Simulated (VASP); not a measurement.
# Ge (I4/mmm) in VASP: a series of runs, part 2 of 2

VASP 6.6.1. The steps go on from the part before.

**6. Single point, r2SCAN0**

File POSCAR:

```
Ge
1.0
   -1.6084200000      1.6084200000      1.8731800000
    1.6084200000     -1.6084200000      1.8731800000
    1.6084200000      1.6084200000     -1.8731800000
Ge
1
Direct
    0.5000000000      0.5000000000      0.0000000000
```

File INCAR.step1:

```
ALGO     = Normal         # electronic algorithm
EDIFF    = 1E-5           # SCF threshold, eV
ENCUT    = 520            # plane-wave cutoff, eV
GGA      = PE             # functional
ISIF     = 2              # what is computed and relaxed
ISMEAR   = -1             # smearing method
LASPH    = True           # aspherical terms in the spheres
LCHARG   = False          # write CHGCAR
LREAL    = False          # projectors in reciprocal space
LWAVE    = True           # write WAVECAR
NBANDS   = 13             # bands
NELM     = 80             # most SCF steps
PREC     = Accurate       # precision mode
SIGMA    = 0.05           # smearing width, eV
```

File INCAR.step2:

```
AEXX     = 0.25           # exact-exchange fraction
ALGO     = Normal         # electronic algorithm
EDIFF    = 1E-7           # SCF threshold, eV
ENCUT    = 520            # plane-wave cutoff, eV
ISIF     = 2              # what is computed and relaxed
ISMEAR   = -1             # smearing method
ISTART   = 1            
LASPH    = True           # aspherical terms in the spheres
LCHARG   = False          # write CHGCAR
LHFCALC  = True           # exact exchange
LMIXTAU  = True         
LREAL    = False          # projectors in reciprocal space
LWAVE    = False          # write WAVECAR
METAGGA  = R2SCAN         # meta-GGA
NBANDS   = 13             # bands
NELM     = 80             # most SCF steps
PREC     = Accurate       # precision mode
PRECFOCK = Normal       
SIGMA    = 0.05           # smearing width, eV
```

File KPOINTS:

```
k-points
0
Gamma
  6 6 6
```

Potentials or basis: VASP PAW PBE potentials, release 64 (Ge_d).

Launch:

```
$ cat potpaw_PBE.64/Ge_d/POTCAR > POTCAR
$ cp INCAR.step1 INCAR
$ mpirun -np 1 vasp_std > vasp.out
$ cp INCAR.step2 INCAR
$ mpirun -np 1 vasp_std > vasp.out
```

OUTCAR:

```text
AEXX = 0.25
   EDIFF = 1E-7
   ENCUT = 520
   ISIF = 2
   ISMEAR = -1
   ISTART = 1
   LASPH = True
   LHFCALC = True
   LREAL = False
   METAGGA = R2SCAN
   NELM = 80
   PREC = Accurate
   PRECFOCK = Normal

 ion  position               nearest neighbor table
   1  0.500  0.500  0.000-

  LATTYP: Found a body centered tetragonal cell.
 ALAT       =     3.2168400000
 C/A-ratio  =     1.1646087465

  Lattice vectors:

 A1 = (  -1.6084200000,   1.6084200000,   1.8731800000)
 A2 = (   1.6084200000,  -1.6084200000,   1.8731800000)
 A3 = (   1.6084200000,   1.6084200000,  -1.8731800000)

Analysis of symmetry for initial positions (statically):
=====================================================================
 Subroutine PRICEL returns:
 Original cell was already a primitive cell.

 Routine SETGRP: Setting up the symmetry group for a
 body centered tetragonal supercell.

 Subroutine GETGRP returns: Found 16 space group operations
 (whereof 16 operations were pure point group operations)
 out of a pool of 16 trial point group operations.

The static configuration has the point symmetry D_4h.

Analysis of symmetry for dynamics (positions and initial velocities):
=====================================================================
 Subroutine PRICEL returns:
 Original cell was already a primitive cell.

 Routine SETGRP: Setting up the symmetry group for a
 body centered tetragonal supercell.

 Subroutine GETGRP returns: Found 16 space group operations
 (whereof 16 operations were pure point group operations)
 out of a pool of 16 trial point group operations.

The dynamic configuration has the point symmetry D_4h.

 Subroutine INISYM returns: Found 16 space group operations
 (whereof 16 operations are pure point group operations),
 and found     1 'primitive' translations

----------------------------------------------------------------------------------------

[... 119 lines left out ...]
   NKREDX  =     1    reduce k-point grid by
   NKREDY  =     1    reduce k-point grid by
   NKREDZ  =     1    reduce k-point grid by
   AEXX    =    0.2500 exact exchange contribution
   HFSCREEN=    0.0000 screening length (either q_TF or 0.3 A-1)
   HFSCREENC=   0.0000 screening length for correlation (either q_TF or 0.3 A-1)
   ENCUTFOCK=  -1.0 apply spherical cutoff to Coloumb kernel
   IVDW    =     0    specifies the selected vdW correction
   LEPSILON=     F    determine dielectric tensor
   LRPA    =     F    only Hartree local field effects (RPA)
 non-spin polarized calculation
  energy-cutoff  :      520.00
  volume of cell :       19.38
 maximum number of plane-waves:       532
 NGX is ok and might be reduce to    24
  NGX = 18; NGY = 18; NGZ = 18

 number of electron      13.9999999 magnetization

 Free energy of the ion-electron system (eV)
  ---------------------------------------------------
  ext. energy  EPLUGINS =         0.00000000
  ---------------------------------------------------
  free energy    TOTEN  =       -12.32435638 eV

  energy without entropy =      -12.32314265  energy(sigma->0) =      -12.32374952

 E-fermi :   6.6569     XC(G=0):  -9.5671

 val. band max:        6.0521528097   @ k =  -0.1667  -0.3333   0.1667
 cond. band min:       6.7176016191   @ k =   0.3333   0.3333   0.1667
 fundamental gap:      0.6654488093
 Fermi energy:         6.6568648323

 k-point     1 :       0.0000    0.0000    0.0000
  band No.  band energies     occupation
      1     -22.7484      2.00000
      2     -22.7484      2.00000
      3     -22.7260      2.00000
      4     -22.6918      2.00000
      5     -22.6545      2.00000
      6      -9.0877      2.00000
      7      16.7187      0.00000
      8      17.0938      0.00000
      9      17.0939      0.00000
     10      22.0648      0.00000
     11      22.0649      0.00000
     12      23.6375      0.00000
     13      23.7931      0.00000
[... 354 lines left out ...]
  band No.  band energies     occupation
      1     -22.7316      2.00000
      2     -22.7225      2.00000
      3     -22.6920      2.00000
      4     -22.6861      2.00000
      5     -22.6548      2.00000
      6      -5.5969      2.00000
      7       6.0522      1.99999
      8      11.1055      0.00000
      9      13.0733      0.00000
     10      18.0689      0.00000
     11      21.5110      0.00000
     12      23.4703      0.00000
     13      24.9782      0.00000

 [... further k-points ...]
[... 5 lines left out ...]
  --------------------------------------------------------------------------------------
  -------------------------------------------------------------------------------------
  Total        0.0796698      0.0796698     -1.2198985      0.0000000      0.0000000      0.0000000
  in kB        6.5851518      6.5851518   -100.8314114      0.0000000      0.0000000      0.0000000
  external PRESSURE =     -29.2203693 kB  Pullay stress =       0.0000000 kB

 VOLUME and BASIS-vectors are now :
 -----------------------------------------------------------------------------
  energy-cutoff  :      520.00
  volume of cell :       19.38
      direct lattice vectors                 reciprocal lattice vectors
    -1.608420000  1.608420000  1.873180000     0.000000000  0.310864078  0.266925763
     1.608420000 -1.608420000  1.873180000     0.310864078  0.000000000  0.266925763
     1.608420000  1.608420000 -1.873180000     0.310864078  0.310864078  0.000000000

 POSITION                                       TOTAL-FORCE (eV/Angst)
 -----------------------------------------------------------------------------------
      0.00000      0.00000      1.87318        -0.000000     -0.000000     -0.000000
 -----------------------------------------------------------------------------------
    total drift:                                0.000000     -0.000000     -0.000000

  FREE ENERGIE OF THE ION-ELECTRON SYSTEM (eV)
  ---------------------------------------------------
  free  energy   TOTEN  =       -12.3243563849 eV

  energy  without entropy=      -12.3231426461  energy(sigma->0) =      -12.32374952
```

OUTCAR.step1:

```text
EDIFF = 1E-5
   ENCUT = 520
   GGA = PE
   ISIF = 2
   ISMEAR = -1
   LASPH = True
[... 600 lines left out ...]

 POSITION                                       TOTAL-FORCE (eV/Angst)
 -----------------------------------------------------------------------------------
      0.00000      0.00000      1.87318         0.000000      0.000000      0.000000
 -----------------------------------------------------------------------------------
    total drift:                               -0.000000      0.000000      0.000000

  FREE ENERGIE OF THE ION-ELECTRON SYSTEM (eV)
  ---------------------------------------------------
  free  energy   TOTEN  =        -4.1566093425 eV

  energy  without entropy=       -4.1523110111  energy(sigma->0) =       -4.15446018
```

It took 29 min on 1 thread of AMD EPYC 9R14 (Zen 4), shared host; peak memory 0.13 GiB.

What came out:

```
Free energy            : -12.3244 eV
Pressure               : -2.9 GPa
Band gap on the k mesh : zero (band 7 reaches 16.72 eV, above the bottom of band 8 at 2.78 eV)
```

Levels at points of the mesh, in eV from the Fermi level:
```csv
k point,band 5,band 6,band 7,band 8,band 9,band 10
"(0.00, 0.00, 0.00)",-29.31,-15.74,10.06,10.44,10.44,15.41
"(0.50, 0.00, 0.00)",-29.28,-9.58,-6.98,6.12,8.66,11.69
"(0.50, 0.50, 0.00)",-29.27,-8.27,-6.38,3.87,5.66,8.85
"(0.50, 0.50, 0.50)",-29.28,-4.32,-3.56,0.98,0.98,5.29
```

Caveat: the k points lie up to 0.46 Å⁻¹ apart; the PAW data sets were made with another functional, which shifts forces and pressure a little.

**7. The runs side by side**

| task | level | cell | k mesh | cutoff (eV) | grid for exact exchange (PRECFOCK) | gap on the mesh (eV) | pressure (GPa) | relaxed volume (Å³/atom) |
| --- | --- | --- | --- | --- | --- | --- | --- | --- |
| relaxation of cell and atoms | revPBE+D4 | relaxed from a = 2.947 Å, angles 113.8, 113.8, 101.1°, 1 atom | 12 × 12 × 12 | 600 | - | none | 0.0 | 18.41 |
| relaxation of cell and atoms | BLYP+D3(BJ) | relaxed from a = 2.947 Å, angles 113.8, 113.8, 101.1°, 1 atom | 12 × 12 × 12 | 600 | - | none | 0.0 | 23.61 |
| relaxation of cell and atoms | BLYP+D4 | relaxed from a = 2.947 Å, angles 113.8, 113.8, 101.1°, 1 atom | 12 × 12 × 12 | 600 | - | none | 0.0 | 22.50 |
| single point | r2SCAN0 | a = 2.927 Å, angles 113.8, 113.8, 101.1°, 1 atom | 6 × 6 × 6 | 520 | Normal | none | -1.5 | - |
| single point | r2SCAN0 | a = 2.947 Å, angles 113.8, 113.8, 101.1°, 1 atom | 6 × 6 × 6 | 520 | Normal | none | -2.9 | - |

Alike in all rows: potentials or basis VASP PAW PBE potentials, release 64 (Ge_d); no spin polarisation; smearing fermi-dirac 0.05 eV.

Caveats: some runs use coarse meshes; the PAW data sets were made with another functional, which shifts forces and pressure a little; pairwise dispersion overbinds metals, which lowers pressure and volume (some runs); the volume moved by over 15 % at a fixed basis, so the end points are rough (some runs).

Absolute energies hang on the potentials; compare differences alone.
